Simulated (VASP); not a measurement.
Set up this calculation in VASP 6.6.1, as the native input.

```
Task                   : relaxation of cell and atoms
Functional             : PBE
Potentials or basis    : VASP PAW PBE potentials, release 64 (Au)
Cutoff                 : 600 eV
k mesh                 : 17 × 17 × 17
Occupations            : fermi-dirac, width 0.1 eV
Spin                   : no spin polarisation
Target pressure        : 55 GPa
Dipole correction      : no
Further INCAR settings : ALGO = Normal; EDIFF = 1e-07; IBRION = 2; EDIFFG = -0.005; NSW = 60; ISIF = 3
```

The structure of Au lies in POSCAR:

```
Au
1.0
    0.0000000000      1.9371234238      1.9371234238
    1.9371234238      0.0000000000      1.9371234238
    1.9371234238      1.9371234238      0.0000000000
Au
1
Direct
    0.0000000000      0.0000000000      0.0000000000
```

These files were run (other wordings do the same):

INCAR

```
SYSTEM = Au
  PREC = Accurate
  ENCUT = 600
  EDIFF = 1E-7
  ISMEAR = -1
  SIGMA = 0.1
  LREAL = .FALSE.
  LASPH = .TRUE.
  NELM = 60
  ALGO = Normal
  ISIF = 3
  LWAVE = .FALSE.
  LCHARG = .FALSE.
  GGA = PE
  IBRION = 2
  NSW = 60
  EDIFFG = -0.005
  PSTRESS = 550.0
```

KPOINTS

```
Automatic mesh
0
G
  17 17 17
  0 0 0
```

Potentials or basis: VASP PAW PBE potentials, release 64 (Au).

The run is started by

```sh
$ cat potpaw_PBE.64/Au/POTCAR > POTCAR
$ mpirun -np 1 vasp_std > vasp.out
```

Results of the run:

```yaml
Relaxed_volume: 14.52 Å³/atom
Relaxed_cell: a = 2.738 Å, b = 2.738 Å, c = 2.738 Å, α = 60.00°, β = 60.00°, γ = 60.00°
Space_group_after_relaxing_to_0.1_Å: Fm-3m (No. 225)
Energy_change_on_relaxing_the_run_minimises_the_enthalpy: +7.6 meV/atom
Ionic_steps: 3
Pressure_after_relaxing: 55.0 GPa
Band_gap_on_the_k_mesh: zero (an odd number of electrons rules out a gap without spin polarisation)
```

Caveat: the cell is relaxed towards a set pressure, so the run minimises the enthalpy, not the energy; spin-orbit coupling is left out, which moves the levels of the heavy elements.

Run time: 19 s on 1 thread of Intel(R) Xeon(R) 6975P-C (Granite Rapids) (shared host), peak memory 0.17 GiB.
